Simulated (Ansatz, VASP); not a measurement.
**Two plane-wave programs on Ta**

```
Ta
1.0
    -1.46461    1.46461    1.97488
     1.46461   -1.46461    1.97488
     1.46461    1.46461   -1.97488
Ta
1
Direct
  0.00000 0.00000 0.00000
```

Alike in both runs: task single point; functional PBEsol; k mesh 22 × 22 × 22; occupations gaussian, width 0.15 eV; no spin polarisation.

|  | VASP | Ansatz |
| --- | --- | --- |
| version | VASP 6.6.1 | Ansatz 0.2.0 |
| potentials or method | VASP PAW PBE potentials, release 64 (Ta_pv), cutoff 520 eV | scalar-relativistic, plane waves, PAW |
| valence electrons in the cell | 11 | 13 |

Ansatz gave:

| Property | Result |
| --- | --- |
| gap on the k mesh at the Fermi level (eV) | none |
| pressure (GPa) | 15.9 |
| traceless stress, the component that is largest in VASP (GPa) | -7.35 |

Question: Which values does VASP return?

Answer: gap on the k mesh at the Fermi level (eV): none; pressure (GPa): 16.2; traceless stress, the component that is largest in VASP (GPa): -7.37.

VASP's potentials were made for PBE, not for PBEsol, and Ansatz warns of the same on its side. A gap of «none» marks a metal or a gap that the smearing closes. The functional is the same, so the differences come from potentials, cutoffs and numerics. VASP's potentials hold 11 valence electrons a cell and Ansatz's 13, so a difference there can come from the potentials and not from the codes.

Spin-orbit coupling is off throughout.
